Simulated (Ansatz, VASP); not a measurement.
Two plane-wave programs on SnTe

```xyz
4
Lattice="4.5347 0.0000 0.0000 -2.2673 3.9271 0.0000 0.0000 0.0000 20.5538" Properties=species:S:1:pos:R:3 pbc="T T T"
Te    0.0000    2.6181    7.5644
Te    0.0000    0.0000   11.4770
Sn    2.2673    1.3090    9.0512
Sn    0.0000    2.6181   13.0150
```

Alike in both runs: functional PBE; k mesh 9 × 9 × 1; occupations gaussian, width 0.05 eV; no spin polarisation.

Ansatz relaxed the structure, and its values are those at the end. VASP's run is a single point on that final structure, the one shown.

|  | VASP | Ansatz |
| --- | --- | --- |
| version | VASP 6.6.1 | Ansatz 0.2.0 |
| potentials or method | VASP PAW PBE potentials, release 64 (Te, Sn_d), cutoff 520 eV | scalar-relativistic, plane waves, PAW |
| valence electrons in the cell | 40 | 60 |

```tsv
	VASP	Ansatz	Ansatz less VASP
rms of the force components (eV/Å)	0.008	0.002	-0.0061
```

VASP's potentials hold 40 valence electrons a cell and Ansatz's 60, so a difference there can come from the potentials and not from the codes. Ansatz's warnings: xc potential rough in thin density.

Spin-orbit coupling is off throughout.
